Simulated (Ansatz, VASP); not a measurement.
# Two plane-wave programs on Hg

```
Hg
1.0
     1.73749    1.01179    2.23400
    -1.72251    0.98584    2.23400
    -0.01498   -1.99763    2.23400
Hg
1
Cartesian
  0.0000 0.0000 0.0000
```

Change from the starting cell: xy shear strain of +1.5 %, PAW files.

Alike in both runs: task electric field gradients; functional PBE; k mesh 12 × 12 × 12; occupations fermi-dirac, width 0.03 eV; no spin polarisation.

```csv
,VASP,Ansatz
version,VASP 6.6.1,Ansatz 0.2.0
potentials or method,"VASP PAW PBE potentials, release 64 (Hg)","PAW with Ansatz's default frozen-core files, scalar-relativistic"
plane-wave cutoff (eV),520,420
valence electrons in the cell,12,20
```

VASP gave:

```
pressure (GPa)                                                : 6.5
traceless stress, the component that is largest in VASP (GPa) : 0.78
size of Vzz on the site where it differs most (V/Å²)          : 146.2
```

Task: Estimate Ansatz's values.

Result: Pressure (GPa): 6.1; traceless stress, the component that is largest in VASP (GPa): 0.60; size of Vzz on the site where it differs most (V/Å²): 122.5.

VASP's potentials hold 12 valence electrons a cell and Ansatz's 20, so a difference there can come from the potentials and not from the codes.

Neither program's run includes spin-orbit coupling.
